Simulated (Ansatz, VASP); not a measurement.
**Ga3AsP2: VASP beside Ansatz**

```xyz
6
Lattice="-1.9172 1.9172 8.1338 1.9172 -1.9172 8.1338 1.9172 1.9172 -8.1338" Properties=species:S:1:pos:R:3 pbc="T T T"
Ga    0.0000    0.0000    0.0000
Ga    0.0000    0.0000   10.8451
Ga    0.0000    0.0000    5.4226
P     0.0000    1.9172    1.3556
P     0.0000    1.9172    6.7782
As    1.9172    0.0000    4.0669
```

Alike in both runs: task relaxation of cell and atoms; functional PBE; k mesh 6 × 6 × 6; occupations gaussian, width 0.1 eV; no spin polarisation.

|  | VASP | Ansatz |
| --- | --- | --- |
| version | VASP 6.6.1 | Ansatz 0.2.0 |
| potentials or method | VASP PAW PBE potentials, release 64 (Ga_d, P, As), cutoff 600 eV | scalar-relativistic, plane waves, PAW |
| valence electrons in the cell | 54 | 64 |

VASP gave:

- gap on the k mesh at the Fermi level, each at its own relaxed structure (eV): 1.03
- relaxed volume (Å³/atom): 21.80
- relaxed cell length with the largest relative difference (Å): 8.824

Problem. What did Ansatz give for the same quantities?

Solution. gap on the k mesh at the Fermi level, each at its own relaxed structure (eV): 1.05; relaxed volume (Å³/atom): 21.76; relaxed cell length with the largest relative difference (Å): 8.820.

VASP's potentials hold 54 valence electrons a cell and Ansatz's 64, so a difference there can come from the potentials and not from the codes.
